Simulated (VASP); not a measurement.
A run of VASP 6.6.1 is set up as follows.

File POSCAR:

```
Sb
1.0
    0.0000000000      2.3712425216      2.3712425216
    2.3712425216      0.0000000000      2.3712425216
    2.3712425216      2.3712425216      0.0000000000
Sb
1
Direct
    0.0000000000      0.0000000000      0.0000000000
```

INCAR.step1

```
SYSTEM = Sb
ALGO     = Normal         ! electronic algorithm
EDIFF    = 1E-5           ! SCF threshold, eV
ENCUT    = 520            ! plane-wave cutoff, eV
GGA      = PE             ! functional
ISIF     = 2              ! what is computed and relaxed
ISMEAR   = -1             ! smearing method
LASPH    = .TRUE.         ! aspherical terms in the spheres
LREAL    = .FALSE.        ! projectors in reciprocal space
LWAVE    = .TRUE.         ! write WAVECAR
NBANDS   = 8              ! bands
NELM     = 100            ! most SCF steps
PREC     = Accurate       ! precision mode
SIGMA    = 0.05           ! smearing width, eV
```

Contents of INCAR.step2:

```
SYSTEM = Sb
AEXX     = 0.05           ! exact-exchange fraction
ALGO     = Normal         ! electronic algorithm
EDIFF    = 1E-6           ! SCF threshold, eV
ENCUT    = 520            ! plane-wave cutoff, eV
GGA      = PE             ! functional
HFSCREEN = 0.2            ! screening, 1/A
ISIF     = 2              ! what is computed and relaxed
ISMEAR   = -1             ! smearing method
ISTART   = 1            
LASPH    = .TRUE.         ! aspherical terms in the spheres
LCHARG   = .TRUE.         ! write CHGCAR
LELF     = .TRUE.         ! ELF
LHFCALC  = .TRUE.         ! exact exchange
LREAL    = .FALSE.        ! projectors in reciprocal space
LVHAR    = .TRUE.       
LWAVE    = .FALSE.        ! write WAVECAR
NBANDS   = 8              ! bands
NELM     = 100            ! most SCF steps
PREC     = Accurate       ! precision mode
PRECFOCK = Normal       
SIGMA    = 0.05           ! smearing width, eV
```

Contents of KPOINTS:

```
k-points
0
G
  5 5 5
  0 0 0
```

Potentials or basis: VASP PAW PBE potentials, release 64 (Sb).

Run with:

```sh
$ cat potpaw_PBE.64/Sb/POTCAR > POTCAR
$ cp INCAR.step1 INCAR
$ mpirun -np 1 vasp_std > vasp.out
$ cp INCAR.step2 INCAR
$ mpirun -np 1 vasp_std > vasp.out
```

Problem. Estimate the pressure.

Solution. 1.2 GPa.

Caveat: the k points lie up to 0.46 Å⁻¹ apart; the PAW data sets were made with another functional, which shifts forces and pressure a little.
